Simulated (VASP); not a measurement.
# SnSe (zincblende type) (F-43m) in VASP: density of states with LDA

Aim: the density of states of SnSe (zincblende type) with LDA.

Program: VASP 6.6.1. These are calculated values, not measurements. Logs are shortened: lines on timing, memory, paths and dates and some standing lists are left out, and cuts for length are marked.

## 1. The cell of the first run

It takes space group F-43m (No. 216, cubic). The conventional cell has a = 5.390 Å, b = 5.390 Å, c = 5.390 Å, α = 90.00°, β = 90.00°, γ = 90.00°. Sn (site symmetry -43m) has 4 Se at 2.33 Å within 3.1 Å. Se (site symmetry -43m) has 4 Sn at 2.33 Å within 3.1 Å.

## 2. Density of states, LDA (volume scaled by 0.55)

POSCAR reads:

```
SnSe
1.0
    0.0000000000      2.6951260308      2.6951260308
    2.6951260308      0.0000000000      2.6951260308
    2.6951260308      2.6951260308      0.0000000000
Sn Se
1 1
Direct
    0.0000000000      0.0000000000      0.0000000000
    0.2500000000      0.2500000000      0.2500000000
```

INCAR.step1 reads:

```
SYSTEM = SnSe
ALGO = Normal
EDIFF = 1E-6
ENCUT = 520
ISIF = 2
ISMEAR = -1
LASPH = .TRUE.
LCHARG = .TRUE.
LREAL = .FALSE.
LWAVE = .FALSE.
NBANDS = 17
NELM = 100
PREC = Accurate
SIGMA = 0.08
```

KPOINTS.step1 reads:

```
k-points
0
G
  11 11 11
  0 0 0
```

INCAR.step2 reads:

```
SYSTEM = SnSe
ALGO = Normal
EDIFF = 1E-6
ENCUT = 520
ICHARG = 11
ISIF = 2
ISMEAR = -5
LASPH = .TRUE.
LCHARG = .FALSE.
LORBIT = 11
LREAL = .FALSE.
LWAVE = .FALSE.
NEDOS = 2001
NELM = 100
PREC = Accurate
SIGMA = 0.08
```

KPOINTS.step2 reads:

```
k-points
0
G
  17 17 17
  0 0 0
```

Potentials or basis: VASP PAW LDA potentials, release 64 (Sn_d, Se).

The run is started by

```
$ cat potpaw_LDA.64/Sn_d/POTCAR potpaw_LDA.64/Se/POTCAR > POTCAR
$ cp INCAR.step1 INCAR
$ cp KPOINTS.step1 KPOINTS
$ mpirun -np 1 vasp_std > vasp.out
$ cp INCAR.step2 INCAR
$ cp KPOINTS.step2 KPOINTS
$ mpirun -np 1 vasp_std > vasp.out
```

OUTCAR:

```text
SYSTEM = SnSe
   EDIFF = 1E-6
   ENCUT = 520
   ICHARG = 11
   ISIF = 2
   ISMEAR = -5
   LASPH = .TRUE.
   LORBIT = 11
   LREAL = .FALSE.
   NELM = 100
   PREC = Accurate

 ion  position               nearest neighbor table
   1  0.000  0.000  0.000-   2 2.33   2 2.33   2 2.33   2 2.33
   2  0.250  0.250  0.250-   1 2.33   1 2.33   1 2.33   1 2.33

  LATTYP: Found a face centered cubic cell.
 ALAT       =     5.3902520616

  Lattice vectors:

 A1 = (   0.0000000000,   2.6951260308,   2.6951260308)
 A2 = (   2.6951260308,   0.0000000000,   2.6951260308)
 A3 = (   2.6951260308,   2.6951260308,   0.0000000000)

Analysis of symmetry for initial positions (statically):
=====================================================================
 Subroutine PRICEL returns:
 Original cell was already a primitive cell.

 Routine SETGRP: Setting up the symmetry group for a
 face centered cubic supercell.

 Subroutine GETGRP returns: Found 24 space group operations
 (whereof 24 operations were pure point group operations)
 out of a pool of 48 trial point group operations.

The static configuration has the point symmetry T_d .

Analysis of symmetry for dynamics (positions and initial velocities):
=====================================================================
 Subroutine PRICEL returns:
 Original cell was already a primitive cell.

 Routine SETGRP: Setting up the symmetry group for a
 face centered cubic supercell.

 Subroutine GETGRP returns: Found 24 space group operations
 (whereof 24 operations were pure point group operations)
 out of a pool of 48 trial point group operations.

The dynamic configuration has the point symmetry T_d .

 Subroutine INISYM returns: Found 24 space group operations
 (whereof 24 operations are pure point group operations),
 and found     1 'primitive' translations

----------------------------------------------------------------------------------------

                                     Primitive cell

  volume of cell :      39.1532

  direct lattice vectors                    reciprocal lattice vectors
     0.000000000  2.695126031  2.695126031    -0.185520081  0.185520081  0.185520081
     2.695126031  0.000000000  2.695126031     0.185520081 -0.185520081  0.185520081
     2.695126031  2.695126031  0.000000000     0.185520081  0.185520081 -0.185520081

  length of vectors
     3.811483785  3.811483785  3.811483785     0.321330206  0.321330206  0.321330206

  position of ions in fractional coordinates (direct lattice)
     0.000000000  0.000000000  0.000000000
     0.250000000  0.250000000  0.250000000

  ion indices of the primitive-cell ions
   primitive index   ion index
                 1           1
                 2           2

----------------------------------------------------------------------------------------

 KPOINTS: k-points

Automatic generation of k-mesh.
 Grid dimensions read from file:
 generate k-points for:   17   17   17

 Generating k-lattice:

  Cartesian coordinates                     Fractional coordinates (reciprocal lattice)
    -0.010912946  0.010912946  0.010912946     0.058823529  0.000000000  0.000000000
     0.010912946 -0.010912946  0.010912946     0.000000000  0.058823529  0.000000000
     0.010912946  0.010912946 -0.010912946     0.000000000  0.000000000  0.058823529

  Length of vectors
     0.018901777  0.018901777  0.018901777

  Shift w.r.t. Gamma in fractional coordinates (k-lattice)
     0.000000000  0.000000000  0.000000000

 TETIRR: Found    693 inequivalent tetrahedra from    29478

 Subroutine IBZKPT returns following result:
 ===========================================

 Found    165 irreducible k-points:

 Following reciprocal coordinates:
            Coordinates               Weight
  0.000000  0.000000  0.000000      1.000000
  0.058824  0.000000  0.000000      8.000000
  0.117647  0.000000  0.000000      8.000000
  0.176471  0.000000  0.000000      8.000000
  0.235294  0.000000  0.000000      8.000000
  0.294118  0.000000  0.000000      8.000000
[... 16 lines left out ...]
 -0.176471  0.058824  0.000000     24.000000
 -0.117647  0.058824  0.000000     24.000000
 [... further k-points ...]
   k-points           NKPTS =    165   k-points in BZ     NKDIM =    165   number of bands    NBANDS=     14
   number of dos      NEDOS =   2001   number of ions     NIONS =      2
   total plane-waves  NPLWV =  21952
   dimension x,y,z NGX =    28 NGY =   28 NGZ =   28
   dimension x,y,z NGXF=    56 NGYF=   56 NGZF=   56
   ions per type =               1   1
   NGX,Y,Z   is equivalent  to a cutoff of  12.21, 12.21, 12.21 a.u.
   NGXF,Y,Z  is equivalent  to a cutoff of  24.43, 24.43, 24.43 a.u.
 SYSTEM =  SnSe
   PREC   = accura    normal or accurate (medium, high low for compatibility)
   ISTART =      0    job   : 0-new  1-cont  2-samecut
   ICHARG =     11    charge: 1-file 2-atom 10-const
   ISPIN  =      1    spin polarized calculation?
   LNONCOLLINEAR =      F non collinear calculations
   LSORBIT =      F    spin-orbit coupling
   LASPH  =      T    aspherical Exc in radial PAW
   ENCUT  =  520.0 eV  38.22 Ry    6.18 a.u.   7.09  7.09  7.09*2*pi/ulx,y,z
   NELM   =    100;   NELMIN=  2; NELMDL=  0     # of ELM steps
   EDIFF  = 0.1E-05   stopping-criterion for ELM
   LREAL  =      F    real-space projection
   EDIFFG = 0.1E-04   stopping-criterion for IOM
   NSW    =      0    number of steps for IOM
   IBRION =     -1    ionic relax: 0-MD 1-quasi-New 2-CG
   NFREE  =      0    steps in history (QN), initial steepest desc. (CG)
   ISIF   =      2    stress and relaxation
   ISYM   =      2    0-nonsym 1-usesym 2-fastsym
   POTIM  = 0.5000    time-step for ionic-motion
   TEBEG  =    0.0;   TEEND  =   0.0 temperature during run
   PSTRESS=    0.0 pullay stress
   NELECT =      20.0000    total number of electrons
   NUPDOWN=      -1.0000    fix difference up-down
   EMIN   =  10.00;   EMAX   =-10.00  energy-range for DOS
   EFERMI =   0.00;   METHOD = LEGACY
   ISMEAR =    -5;   SIGMA  =   0.08  broadening in eV -4-tet -1-fermi 0-gaus
   EFERMI_NEDOS =   21; number of points for ismear=-14 and -15
   IALGO  =     38    algorithm
   IMIX   =      4    mixing-type and parameters
     AMIX     =   0.40;   BMIX     =  1.00
     AMIX_MAG =   1.60;   BMIX_MAG =  1.00
  volume/ion in A,a.u.               =      19.58       132.11
  Fermi-wavevector in a.u.,A,eV,Ry     =   1.308667  2.473022 23.301457  1.712609
  Thomas-Fermi vector in A             =   2.439318
   LORBIT       =     11    0 simple, 1 ext, 2 COOP (PROOUT), +10 PAW based schemes
   GGA     = CA    functional components
   LHFCALC =     F    Hartree Fock is set to
   AEXX    =    0.0000 exact exchange contribution
   IVDW    =     0    specifies the selected vdW correction
   LEPSILON=     F    determine dielectric tensor
   LRPA    =     F    only Hartree local field effects (RPA)
 non-spin polarized calculation
 Fermi weights with tetrahedron method with Bloechl corrections
  energy-cutoff  :      520.00
  volume of cell :       39.15
 maximum number of plane-waves:      1067

 number of electron      19.9999992 magnetization

 Free energy of the ion-electron system (eV)
  ---------------------------------------------------
  ext. energy  EPLUGINS =         0.00000000
  ---------------------------------------------------
  free energy    TOTEN  =        -4.74941414 eV

  energy without entropy =       -4.74941414  energy(sigma->0) =       -4.74941414

 E-fermi :  10.5951     XC(G=0): -11.2650

 val. band max:       10.6536284148   @ k =  -0.3529   0.2941   0.1176
 cond. band min:      10.5609660411   @ k =   0.1765   0.1176   0.0000
 fundamental gap:     -0.0926623737
 Fermi energy:        10.5951427107

 k-point     1 :       0.0000    0.0000    0.0000
  band No.  band energies     occupation
      1     -12.5088      2.00000
      2     -12.5088      2.00000
      3     -12.5088      2.00000
      4     -12.2926      2.00000
      5     -12.2926      2.00000
      6      -8.1244      2.00000
      7       6.3575      2.00000
      8       6.3575      2.00000
      9       6.3575      2.00000
     10       7.4423      2.00000
     11      11.4074      0.00000
     12      11.4074      0.00000
     13      11.4074      0.00000
     14      16.5346      0.00000

 k-point     2 :       0.0588    0.0000    0.0000
  band No.  band energies     occupation
      1     -12.5134      2.00000
      2     -12.5068      2.00000
      3     -12.5068      2.00000
      4     -12.2926      2.00000
      5     -12.2926      2.00000
      6      -8.0772      2.00000
      7       5.6839      2.00000
      8       6.2983      2.00000
      9       6.2983      2.00000
     10       7.9599      2.00000
     11      11.4319      0.00000
     12      11.4954      0.00000
     13      11.4954      0.00000
     14      16.7957      0.00000

 k-point     3 :       0.1176    0.0000    0.0000
  band No.  band energies     occupation
      1     -12.5266      2.00000
      2     -12.5012      2.00000
      3     -12.5012      2.00000
      4     -12.2927      2.00000
      5     -12.2927      2.00000
      6      -7.9372      2.00000
      7       4.5974      2.00000
      8       6.1392      2.00000
      9       6.1393      2.00000
     10       8.5343      2.00000
     11      11.6189      0.00000
     12      11.7270      0.00000
     13      11.7270      0.00000
     14      17.3934      0.00000
[... 324 lines left out ...]
 k-point    23 :      -0.1765    0.0588    0.0000
  band No.  band energies     occupation
      1     -12.5581      2.00000
      2     -12.4905      2.00000
      3     -12.4849      2.00000
      4     -12.2956      2.00000
      5     -12.2896      2.00000
      6      -7.5788      2.00000
      7       3.0350      2.00000
      8       5.4015      2.00000
      9       5.9759      2.00000
     10       9.0605      2.00000
     11      11.9010      0.00000
     12      11.9746      0.00000
     13      12.7165      0.00000
     14      16.4979      0.00000

 k-point    24 :      -0.1176    0.0588    0.0000
  band No.  band energies     occupation
      1     -12.5375      2.00000
      2     -12.4988      2.00000
      3     -12.4938      2.00000
      4     -12.2951      2.00000
      5     -12.2906      2.00000
      6      -7.8302      2.00000
      7       4.1070      2.00000
      8       5.6895      2.00000
      9       6.1744      2.00000
     10       8.8866      2.00000
     11      11.4883      0.00000
     12      11.7119      0.00000
     13      12.3035      0.00000
     14      16.7738      0.00000

 [... further k-points ...]
[... 5 lines left out ...]
  --------------------------------------------------------------------------------------
  -------------------------------------------------------------------------------------
  Total       16.4554160     16.4554160     16.4554160      0.0000000      0.0000000     -0.0000000
  in kB      673.3676023    673.3676023    673.3676023      0.0000000      0.0000000     -0.0000000
  external PRESSURE =     673.3676023 kB  Pullay stress =       0.0000000 kB

 VOLUME and BASIS-vectors are now :
 -----------------------------------------------------------------------------
  energy-cutoff  :      520.00
  volume of cell :       39.15
      direct lattice vectors                 reciprocal lattice vectors
     0.000000000  2.695126031  2.695126031    -0.185520081  0.185520081  0.185520081
     2.695126031  0.000000000  2.695126031     0.185520081 -0.185520081  0.185520081
     2.695126031  2.695126031  0.000000000     0.185520081  0.185520081 -0.185520081

 POSITION                                       TOTAL-FORCE (eV/Angst)
 -----------------------------------------------------------------------------------
      0.00000      0.00000      0.00000         0.000000      0.000000      0.000000
      1.34756      1.34756      1.34756        -0.000000     -0.000000     -0.000000
 -----------------------------------------------------------------------------------
    total drift:                               -0.000001     -0.000001     -0.000001

  FREE ENERGIE OF THE ION-ELECTRON SYSTEM (eV)
  ---------------------------------------------------
  free  energy   TOTEN  =        -4.7494141430 eV

  energy  without entropy=       -4.7494141430  energy(sigma->0) =       -4.74941414

 total charge

# of ion       s       p       d       tot
------------------------------------------
    1        1.294   1.410  10.208  12.912
    2        1.557   2.485   0.157   4.199
--------------------------------------------------
tot          2.851   3.895  10.365  17.111
```

It took 60 s on 1 thread of Intel Xeon 6975P-C, shared host; peak memory 0.21 GiB.

Results:

```
Valence electrons inside the program's atomic spheres : Sn 12.91; Se 4.20
```

Caveat: spin-orbit coupling is left out, which moves the levels of the heavy elements; tetrahedron occupations give inexact forces and stress in metals.
